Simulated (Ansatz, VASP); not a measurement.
KSrCl3: VASP beside Ansatz

```
K Sr Cl
1.0
     5.52114    0.00000    0.00000
     0.00000    5.52114    0.00000
     0.00000    0.00000    5.52114
K Sr Cl
1 1 3
Direct
  0.00000 0.00000 0.00000
  0.50000 0.50000 0.50000
  0.50000 0.50000 0.00000
  0.50000 0.00000 0.50000
  0.00000 0.50000 0.50000
```

Alike in both runs: task single point; functional r2SCAN; k mesh 4 × 4 × 4; no spin polarisation.

```csv
,VASP,Ansatz
version,VASP 6.6.1,Ansatz 0.2.0
potentials or method,"VASP PAW PBE potentials, release 64 (K_sv, Sr_sv, Cl)","plane waves, PAW"
plane-wave cutoff (eV),520,500
occupations,"gaussian, width 0.01 eV",fixed
valence electrons in the cell,40,40
```

Ansatz gave:

```
gap on the k mesh at the Fermi level (eV) : 5.30
pressure (GPa)                            : 1.6
```

What did VASP give for the same quantities?

gap on the k mesh at the Fermi level (eV): 5.30; pressure (GPa): 1.7.

VASP's potentials were made for PBE, not for r2SCAN.
